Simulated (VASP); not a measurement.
# HfO2: single point with LDA

HfO2:

```
Hf O
1.0
     0.00000    2.55750    2.55750
     2.55750    0.00000    2.55750
     2.55750    2.55750    0.00000
Hf O
1 2
Cartesian
  0.0000 0.0000 0.0000
  3.8363 3.8363 3.8363
  1.2788 1.2788 1.2788
```

- Program: VASP 6.6.1
- Task: single point
- Functional: LDA
- Potentials or basis: VASP PAW LDA potentials, release 64 (Hf_pv, O)
- Cutoff: 520 eV
- k mesh: 9 × 9 × 9
- Occupations: fermi-dirac, width 0.05 eV
- Spin: non-collinear spin, zero start, spin-orbit coupling
- Starting moments: [[0.0, 0.0, 0.0], [0.0, 0.0, 0.0], [0.0, 0.0, 0.0]] μB

The pressure is -19.2 GPa, the net moment is 0.00 μB per cell and the valence electrons inside the program's atomic spheres are Hf 8.25; O 5.06.

Moments on the atoms (μB; x, y, z):
```
Hf  0.00 0.00 0.00
O   0.00 0.00 0.00
O   0.00 0.00 0.00
```

Wall time 52 s on 1 thread of Intel(R) Xeon(R) 6975P-C (Granite Rapids), with other jobs on the host, peak memory 0.24 GiB.
